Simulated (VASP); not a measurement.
Wanted: the native input for a VASP 6.6.1 run.

* Task: single point
* Functional: PBE
* Potentials or basis: VASP PAW PBE potentials, release 64 (Co, F)
* Cutoff: 520 eV
* k mesh: 6 × 6 × 4
* Occupations: gaussian, width 0.1 eV
* Spin: collinear spin, ferromagnetic start
* Starting moments: [3.0, 3.0, 0.0, 0.0, 0.0] μB
* Dipole correction: no
* Further INCAR settings: ALGO = Normal; EDIFF = 1e-06; NBANDS = 32

The structure of Co2F3 lies in POSCAR:

```
Co2F3
1.0
    3.3518696991      0.0000000000      0.0000000000
   -1.6759348496      2.9028043096      0.0000000000
    0.0000000000      0.0000000000      5.2149647857
Co F
2 3
Direct
    0.3333333333      0.6666666667      0.2450000000
    0.6666666667      0.3333333333      0.7550000000
    0.0000000000      0.0000000000      0.0000000000
    0.3333333333      0.6666666667      0.6450000000
    0.6666666667      0.3333333333      0.3550000000
```

These files were run (other wordings do the same):

INCAR

```
SYSTEM = Co2F3
  PREC = Accurate
  ENCUT = 520
  EDIFF = 1E-6
  ISMEAR = 0
  SIGMA = 0.1
  LREAL = .FALSE.
  LASPH = .TRUE.
  NELM = 150
  ALGO = Normal
  ISIF = 2
  LWAVE = .FALSE.
  LCHARG = .FALSE.
  ISPIN = 2
  MAGMOM = 3 3 0 0 0
  LORBIT = 11
  LMAXMIX = 4
  GGA = PE
  NBANDS = 32
```

KPOINTS

```
Automatic mesh
0
G
  6 6 4
  0 0 0
```

Potentials or basis: VASP PAW PBE potentials, release 64 (Co, F).

Command:

```bash
$ cat potpaw_PBE.64/Co/POTCAR potpaw_PBE.64/F/POTCAR > POTCAR
$ mpirun -np 1 vasp_std > vasp.out
```

It gave:

The pressure is 16.7 GPa, the largest force is 1.881 eV/Å and the net moment is 5.04 μB per cell. The site moments are Co +2.34; F +0.08, +0.10 (each value once) μB and the valence electrons inside the program's atomic spheres are Co 7.81; F 6.06, 6.12 (each value once).

Caveat: the k points lie up to 0.36 Å⁻¹ apart; forces of over 1 eV/Å act on the atoms, so gaps and moduli don't describe the material at rest.

Wall time 3 min on 1 thread of Intel(R) Xeon(R) Platinum 8375C CPU @ 2.90GHz (Ice Lake), with other jobs on the host, peak memory 0.22 GiB.
